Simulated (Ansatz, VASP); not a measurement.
One calculation of B, two programs

```
CELL_PARAMETERS angstrom
1.71519 0.00000 0.00000
-0.85759 1.48540 0.00000
0.00000 0.00000 18.32829
ATOMIC_POSITIONS crystal
B 0.00000 0.00000 0.00000
B 0.00000 0.00000 0.50000
B 0.33333 0.66667 0.25000
B 0.66667 0.33333 0.75000
```

Alike in both runs: task single point; functional PBE; k mesh 23 × 23 × 2; occupations fermi-dirac, width 0.1 eV; no spin polarisation.

```csv
,VASP,Ansatz
version,VASP 6.6.1,Ansatz 0.2.0
potentials or method,"VASP PAW PBE potentials, release 64 (B), cutoff 500 eV","plane waves (420 eV) with PAW, scalar-relativistic"
valence electrons in the cell,12,12
```

Ansatz gave:

```
pressure (GPa)                                                : -1.3
traceless stress, the component that is largest in VASP (GPa) : 1.09
```

Q: Estimate VASP's values.

A: Pressure (GPa): -1.3; traceless stress, the component that is largest in VASP (GPa): 1.08.
